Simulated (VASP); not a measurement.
Runs of VASP 6.6.1 on Bi. The structure is that of space group R-3m (No. 166), or close to it. The cells are those of the table. 

```tsv
level	cell	k mesh	gap on the mesh (eV)	pressure (GPa)	largest force (eV/Å)
PBE+D3(BJ)	a = 4.682 Å, angles 57.9°, 2 atoms	12 × 12 × 12	none	0.0	0.01
PBE+D3(BJ)	a = 4.729 Å, angles 57.3°, 2 atoms	12 × 12 × 12	none	(c)	-
PBE+D3(BJ)	a = 4.498 Å, angles 59.0°, 2 atoms	12 × 12 × 12	none	4.8	-
PBEsol	a = 4.682 Å, angles 57.9°, 2 atoms	12 × 12 × 12	none	(b)	0.04
PBE+D3(BJ)	a = 4.444 Å, angles 59.1°, 2 atoms	12 × 12 × 12	none	7.2	-
PBE+D3(BJ)	a = 4.729 Å, angles 57.3°, 2 atoms	6 × 6 × 6	none	0.0	(a)
r2SCAN	a = 4.682 Å, angles 57.9°, 2 atoms	12 × 12 × 12	none	1.2	0.18
```

Alike in all rows: task single point; potentials or basis VASP PAW PBE potentials, release 64 (Bi_d); no spin polarisation; cutoff (eV) 520; smearing gaussian 0.1 eV.

Problem. Fill in the values left out.

Solution. (a) 0.12; (b) -0.4; (c) -0.5.

Caveats: spin-orbit coupling is left out, which moves the levels of the heavy elements; pairwise dispersion overbinds metals, which lowers pressure and volume (some runs); the PAW data sets were made with another functional, which shifts forces and pressure a little (some runs).

A k mesh can miss the band edges, and the runs leave out spin-orbit coupling on Bi.

A gap of «none» marks levels without a gap at the run's occupations.
